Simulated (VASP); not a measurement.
# ZnSnP2 (I-42d) in VASP: notebook

ZnSnP2 is run at these levels: PBE; tasks: single point.

Everything below comes from runs of VASP 6.6.1. Logs are shortened: lines on timing, memory, paths and dates and some standing lists are left out, and cuts for length are marked.

### Step 1. The cell of the first run

It takes space group I-42d (No. 122, tetragonal). Conventional cell: a = 5.648 Å, b = 5.648 Å, c = 11.324 Å, α = 90.00°, β = 90.00°, γ = 90.00°. Zn (site symmetry -4) has 4 P at 2.38 Å within 3.1 Å. Sn (site symmetry -4) has 4 P at 2.52 Å within 3.3 Å. Within 3.1 Å of P (site symmetry 2) lie 2 Zn at 2.38 Å and 2 Sn at 2.52 Å.

### Step 2. Single point, PBE

INCAR

```
SYSTEM = ZnSnP2
PREC = Accurate
ENCUT = 500
EDIFF = 1E-6
ISMEAR = 0
SIGMA = 0.1
LREAL = .FALSE.
LASPH = .TRUE.
NELM = 120
ALGO = Normal
ISIF = 2
LWAVE = .FALSE.
LCHARG = .FALSE.
GGA = PE
NBANDS = 46
GGA_COMPAT = .FALSE.
```

KPOINTS

```
Automatic mesh
0
G
  4 4 4
  0 0 0
```

POSCAR

```
ZnSnP2
1.0
   -2.8237507040      2.8237507040      5.6621699048
    2.8237507040     -2.8237507040      5.6621699048
    2.8237507040      2.8237507040     -5.6621699048
Zn Sn P
2 2 4
Direct
    0.7500000000      0.2500000000      0.5000000000
    0.0000000000      0.0000000000      0.0000000000
    0.2500000000      0.7500000000      0.5000000000
    0.5000000000      0.5000000000      0.0000000000
    0.3750000000      0.3536230800      0.4786230800
    0.6463769200      0.1250000000      0.0213769200
    0.1036230800      0.6250000000      0.9786230800
    0.8750000000      0.8963769200      0.5213769200
```

Potentials or basis: VASP PAW PBE potentials, release 64 (Zn, Sn_d, P).

On the command line:

```
$ cat potpaw_PBE.64/Zn/POTCAR potpaw_PBE.64/Sn_d/POTCAR potpaw_PBE.64/P/POTCAR > POTCAR
$ mpirun -np 1 vasp_std > vasp.out
```

OUTCAR:

```text
SYSTEM = ZnSnP2
   PREC = Accurate
   ENCUT = 500
   EDIFF = 1E-6
   ISMEAR = 0
   LREAL = .FALSE.
   LASPH = .TRUE.
   NELM = 120
   ISIF = 2
   GGA = PE

 ion  position               nearest neighbor table
   1  0.750  0.250  0.500-   5 2.38   6 2.38   7 2.38   8 2.38
   2  0.000  0.000  0.000-   5 2.38   6 2.38   7 2.38   8 2.38
   3  0.250  0.750  0.500-   6 2.52   5 2.52   8 2.52   7 2.52
   4  0.500  0.500  0.000-   8 2.52   6 2.52   7 2.52   5 2.52
   5  0.375  0.354  0.479-   1 2.38   2 2.38   4 2.52   3 2.52
   6  0.646  0.125  0.021-   1 2.38   2 2.38   3 2.52   4 2.52
   7  0.104  0.625  0.979-   1 2.38   2 2.38   3 2.52   4 2.52
   8  0.875  0.896  0.521-   1 2.38   2 2.38   4 2.52   3 2.52

  LATTYP: Found a body centered tetragonal cell.
 ALAT       =     5.6475014080
 C/A-ratio  =     2.0051946855

  Lattice vectors:

 A1 = (  -2.8237507040,   2.8237507040,   5.6621699048)
 A2 = (   2.8237507040,  -2.8237507040,   5.6621699048)
 A3 = (   2.8237507040,   2.8237507040,  -5.6621699048)

Analysis of symmetry for initial positions (statically):
=====================================================================
 Subroutine PRICEL returns:
 Original cell was already a primitive cell.

 Routine SETGRP: Setting up the symmetry group for a
 body centered tetragonal supercell.

 Subroutine GETGRP returns: Found  8 space group operations
 (whereof  4 operations were pure point group operations)
 out of a pool of 16 trial point group operations.

The static configuration has the point symmetry S_4 .
 The point group associated with its full space group is D_2d.

Analysis of symmetry for dynamics (positions and initial velocities):
=====================================================================
 Subroutine PRICEL returns:
 Original cell was already a primitive cell.

 Routine SETGRP: Setting up the symmetry group for a
 body centered tetragonal supercell.

 Subroutine GETGRP returns: Found  8 space group operations
 (whereof  4 operations were pure point group operations)
 out of a pool of 16 trial point group operations.

The dynamic configuration has the point symmetry S_4 .
 The point group associated with its full space group is D_2d.

 Subroutine INISYM returns: Found  8 space group operations
 (whereof  4 operations are pure point group operations),
 and found     1 'primitive' translations

----------------------------------------------------------------------------------------

                                     Primitive cell

  volume of cell :     180.5908

  direct lattice vectors                    reciprocal lattice vectors
    -2.823750704  2.823750704  5.662169905     0.000000000  0.177069456  0.088305369
     2.823750704 -2.823750704  5.662169905     0.177069456  0.000000000  0.088305369
     2.823750704  2.823750704 -5.662169905     0.177069456  0.177069456  0.000000000

  length of vectors
     6.928730339  6.928730339  6.928730339     0.197867204  0.197867204  0.250414026

  position of ions in fractional coordinates (direct lattice)
     0.750000000  0.250000000  0.500000000
     0.000000000  0.000000000  0.000000000
     0.250000000  0.750000000  0.500000000
     0.500000000  0.500000000  0.000000000
     0.375000000  0.353623080  0.478623080
     0.646376920  0.125000000  0.021376920
     0.103623080  0.625000000  0.978623080
     0.875000000  0.896376920  0.521376920

  ion indices of the primitive-cell ions
   primitive index   ion index
                 1           1
                 2           2
                 3           3
                 4           4
                 5           5
                 6           6
                 7           7
                 8           8

----------------------------------------------------------------------------------------

 KPOINTS: Automatic mesh

Automatic generation of k-mesh.
 Grid dimensions read from file:
 generate k-points for:    4    4    4

 Generating k-lattice:

  Cartesian coordinates                     Fractional coordinates (reciprocal lattice)
     0.000000000  0.044267364  0.022076342     0.250000000  0.000000000 -0.000000000
     0.044267364  0.000000000  0.022076342     0.000000000  0.250000000 -0.000000000
     0.044267364  0.044267364  0.000000000     0.000000000  0.000000000  0.250000000

  Length of vectors
     0.049466801  0.049466801  0.062603506

  Shift w.r.t. Gamma in fractional coordinates (k-lattice)
     0.000000000  0.000000000  0.000000000

 Subroutine IBZKPT returns following result:
 ===========================================

 Found     13 irreducible k-points:

 Following reciprocal coordinates:
            Coordinates               Weight
  0.000000  0.000000  0.000000      1.000000
  0.250000  0.000000 -0.000000      8.000000
  0.500000  0.000000 -0.000000      4.000000
  0.250000  0.250000 -0.000000      8.000000
  0.500000  0.250000  0.000000     16.000000
 -0.250000  0.250000  0.000000      4.000000
  0.500000  0.500000 -0.000000      2.000000
  0.250000  0.250000  0.250000      2.000000
 -0.250000  0.250000  0.250000      4.000000
  0.500000  0.500000  0.250000      4.000000
 -0.250000  0.500000  0.250000      8.000000
 -0.250000 -0.250000  0.250000      2.000000
  0.500000  0.500000  0.500000      1.000000
   k-points           NKPTS =     13   k-points in BZ     NKDIM =     13   number of bands    NBANDS=     46
   number of dos      NEDOS =    301   number of ions     NIONS =      8
   total plane-waves  NPLWV = 157464
   dimension x,y,z NGX =    54 NGY =   54 NGZ =   54
   dimension x,y,z NGXF=   108 NGYF=  108 NGZF=  108
   ions per type =               2   2   4
   NGX,Y,Z   is equivalent  to a cutoff of  12.96, 12.96, 12.96 a.u.
   NGXF,Y,Z  is equivalent  to a cutoff of  25.91, 25.91, 25.91 a.u.
 SYSTEM =  ZnSnP2
   PREC   = accura    normal or accurate (medium, high low for compatibility)
   ISTART =      0    job   : 0-new  1-cont  2-samecut
   ICHARG =      2    charge: 1-file 2-atom 10-const
   ISPIN  =      1    spin polarized calculation?
   LNONCOLLINEAR =      F non collinear calculations
   LSORBIT =      F    spin-orbit coupling
   LASPH  =      T    aspherical Exc in radial PAW
   ENCUT  =  500.0 eV  36.75 Ry    6.06 a.u.  12.63 12.63 12.63*2*pi/ulx,y,z
   NELM   =    120;   NELMIN=  2; NELMDL= -5     # of ELM steps
   EDIFF  = 0.1E-05   stopping-criterion for ELM
   LREAL  =      F    real-space projection
[... 7 lines left out ...]
   TEBEG  =    0.0;   TEEND  =   0.0 temperature during run
   PSTRESS=    0.0 pullay stress
   NELECT =      72.0000    total number of electrons
   NUPDOWN=      -1.0000    fix difference up-down
   EMIN   =  10.00;   EMAX   =-10.00  energy-range for DOS
   EFERMI =   0.00;   METHOD = LEGACY
   ISMEAR =     0;   SIGMA  =   0.10  broadening in eV -4-tet -1-fermi 0-gaus
   EFERMI_NEDOS =   21; number of points for ismear=-14 and -15
   IALGO  =     38    algorithm
   IMIX   =      4    mixing-type and parameters
     AMIX     =   0.40;   BMIX     =  1.00
     AMIX_MAG =   1.60;   BMIX_MAG =  1.00
  volume/ion in A,a.u.               =      22.57       152.34
  Fermi-wavevector in a.u.,A,eV,Ry     =   1.204908  2.276945 19.752975  1.451803
  Thomas-Fermi vector in A             =   2.340619
   LORBIT       =      0    0 simple, 1 ext, 2 COOP (PROOUT), +10 PAW based schemes
   GGA     = PE    functional components
   LHFCALC =     F    Hartree Fock is set to
   AEXX    =    0.0000 exact exchange contribution
   IVDW    =     0    specifies the selected vdW correction
   LEPSILON=     F    determine dielectric tensor
   LRPA    =     F    only Hartree local field effects (RPA)
 non-spin polarized calculation
 Gauss-broadening in eV      SIGMA  =   0.10
  energy-cutoff  :      500.00
  volume of cell :      180.59
 maximum number of plane-waves:      4608
 NGX is ok and might be reduce to    54
   NGX = 25   NGY = 25   NGZ = 25

 number of electron      72.0000017 magnetization

 Free energy of the ion-electron system (eV)
  ---------------------------------------------------
  ext. energy  EPLUGINS =         0.00000000
  ---------------------------------------------------
  free energy    TOTEN  =       -33.01162723 eV

  energy without entropy =      -33.01162723  energy(sigma->0) =      -33.01162723

 E-fermi :   5.1244     XC(G=0):  -9.5449

 val. band max:        4.6904491155   @ k =   0.0000   0.0000   0.0000
 cond. band min:       5.5443574445   @ k =   0.0000   0.0000   0.0000
 fundamental gap:      0.8539083290
 Fermi energy:         5.1243886181

 k-point     1 :       0.0000    0.0000    0.0000
  band No.  band energies     occupation
      1     -16.8823      2.00000
      2     -16.8823      2.00000
      3     -16.8820      2.00000
      4     -16.8625      2.00000
      5     -16.8517      2.00000
      6     -16.8517      2.00000
[... 38 lines left out ...]
     45       9.4278      0.00000
     46       9.5033      0.00000

 k-point     2 :       0.2500    0.0000   -0.0000
  band No.  band energies     occupation
      1     -16.8851      2.00000
      2     -16.8805      2.00000
      3     -16.8792      2.00000
      4     -16.8637      2.00000
      5     -16.8560      2.00000
      6     -16.8496      2.00000
[... 38 lines left out ...]
     45       9.1985      0.00000
     46       9.9305      0.00000

 k-point     3 :       0.5000    0.0000   -0.0000
  band No.  band energies     occupation
      1     -16.8864      2.00000
      2     -16.8802      2.00000
      3     -16.8754      2.00000
      4     -16.8629      2.00000
      5     -16.8628      2.00000
      6     -16.8479      2.00000
[... 479 lines left out ...]
     45       9.3102      0.00000
     46       9.3102      0.00000

 k-point    13 :       0.5000    0.5000    0.5000
  band No.  band energies     occupation
      1     -16.8886      2.00000
      2     -16.8886      2.00000
      3     -16.8722      2.00000
      4     -16.8722      2.00000
      5     -16.8451      2.00000
      6     -16.8451      2.00000
[... 38 lines left out ...]
     45      10.7865      0.00000
     46      10.7889      0.00000

------------------------ aborting loop because EDIFF is reached ----------------------------------------

  FORCE on cell =-STRESS in cart. coord.  units (eV):
  Direction    XX          YY          ZZ          XY          YZ          ZX
  --------------------------------------------------------------------------------------
  -------------------------------------------------------------------------------------
  Total        2.3867594      2.3867594      2.3229469      0.0000000      0.0000000      0.0000000
  in kB       21.1750107     21.1750107     20.6088741      0.0000000      0.0000000      0.0000000
  external PRESSURE =      20.9862985 kB  Pullay stress =       0.0000000 kB

 VOLUME and BASIS-vectors are now :
 -----------------------------------------------------------------------------
  energy-cutoff  :      500.00
  volume of cell :      180.59
      direct lattice vectors                 reciprocal lattice vectors
    -2.823750704  2.823750704  5.662169905     0.000000000  0.177069456  0.088305369
     2.823750704 -2.823750704  5.662169905     0.177069456  0.000000000  0.088305369
     2.823750704  2.823750704 -5.662169905     0.177069456  0.177069456  0.000000000

 POSITION                                       TOTAL-FORCE (eV/Angst)
 -----------------------------------------------------------------------------------
      0.00000      2.82375      2.83108        -0.000000      0.000000     -0.000000
      0.00000      0.00000      0.00000        -0.000000      0.000000      0.000000
      2.82375      0.00000      2.83108        -0.000000      0.000000      0.000000
      0.00000      0.00000      5.66217        -0.000000      0.000000     -0.000000
      1.29115      1.41188      1.41554        -0.082438      0.000000      0.000000
     -1.41188      1.53260      4.24663        -0.000000      0.082438      0.000000
      4.23563      1.29115     -1.41554        -0.000000     -0.082438      0.000000
      1.53260      1.41188      7.07771         0.082438      0.000000      0.000000
 -----------------------------------------------------------------------------------
    total drift:                                0.000001      0.000001      0.000001

  FREE ENERGIE OF THE ION-ELECTRON SYSTEM (eV)
  ---------------------------------------------------
  free  energy   TOTEN  =       -33.0116272326 eV

  energy  without entropy=      -33.0116272326  energy(sigma->0) =      -33.01162723
```

Wall time 80 s (1 thread of Intel Xeon 6975P-C (Granite Rapids), shared host); peak memory 0.43 GiB.

What came out:

```yaml
Free_energy: -33.0116 eV
Pressure: 2.1 GPa
Largest_force: 0.082 eV/Å
Band_gap_on_the_k_mesh: 0.85 eV
```

Forces on the atoms (eV/Å):
```
Zn   0.000  0.000  0.000
Zn   0.000  0.000  0.000
Sn   0.000  0.000  0.000
Sn   0.000  0.000  0.000
P   -0.082  0.000  0.000
P    0.000  0.082  0.000
P    0.000 -0.082  0.000
P    0.082  0.000  0.000
```

Levels at points of the mesh, in eV from the valence-band top:
```csv
k point,band 34,band 35,band 36,band 37,band 38,band 39
"(0.00, 0.00, 0.00)",0.00,0.00,0.00,0.85,1.42,1.65
"(0.50, 0.00, 0.00)",-1.88,-1.46,-0.97,2.50,2.64,2.79
"(0.50, 0.50, 0.00)",-1.08,-0.80,-0.80,1.14,1.14,2.89
"(0.50, 0.50, 0.50)",-1.69,-1.37,-1.37,1.40,1.40,1.41
```

Caveat: spin-orbit coupling is left out, which moves the levels of the heavy elements. A k mesh can miss the band edges.

(Part 1 of 2 ends here.)
